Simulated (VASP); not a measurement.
Crystal: CuAu.

```
CELL_PARAMETERS angstrom
1.44306 0.83315 4.25617
-1.44306 0.83315 4.25617
0.00000 -1.66630 4.25617
ATOMIC_POSITIONS crystal
Au 0.00000 0.00000 0.00000
Cu 0.50000 0.50000 0.50000
```

| Quantity | Value |
| --- | --- |
| Program | VASP 6.6.1 |
| Task | relaxation of cell and atoms |
| Functional | LDA |
| Potentials or basis | VASP PAW LDA potentials, release 64 (Au, Cu) |
| Cutoff | 600 eV |
| k mesh | 11 × 11 × 11 |
| Occupations | fermi-dirac, width 0.05 eV |
| Spin | no spin polarisation |

At the start: pressure -12.2 GPa; volume 15.35 Å³/atom.

Q: Where does the relaxation end?

A: Over 11 steps the energy falls by 54.4 meV/atom and the volume is 14.10 Å³/atom (-8.2 %); space group R-3m (No. 166, to 0.1 Å) before and after.

The path:
| step | energy change (eV) | largest force (eV/Å) | pressure (GPa) | volume (Å³) |
| --- | --- | --- | --- | --- |
| 1 | 0.0000 | 0.0000 | -12.25 | 30.70 |
| 2 | 0.0445 | 0.0000 | 21.28 | 25.78 |
| 3 | -0.1030 | 0.0000 | -0.25 | 28.28 |
| 4 | -0.1030 | 0.0000 | -0.04 | 28.23 |
| 5 | -0.1030 | 0.0000 | 0.28 | 28.18 |
| 6 | -0.1054 | 0.0000 | 0.29 | 28.16 |
| 7 | -0.1082 | 0.0000 | 0.89 | 28.08 |
| 8 | -0.1084 | 0.0000 | 0.77 | 28.10 |
| 9 | -0.1085 | 0.0000 | 0.76 | 28.09 |
| 10 | -0.1076 | 0.0000 | -1.34 | 28.45 |
| 11 | -0.1088 | 0.0000 | 0.00 | 28.20 |

Final structure:
```
Au Cu
1.0
     1.38704    0.80081    4.23122
    -1.38704    0.80081    4.23122
     0.00000   -1.60162    4.23122
Au Cu
1 1
Cartesian
  0.0000 0.0000 0.0000
  0.0000 0.0000 6.3468
```
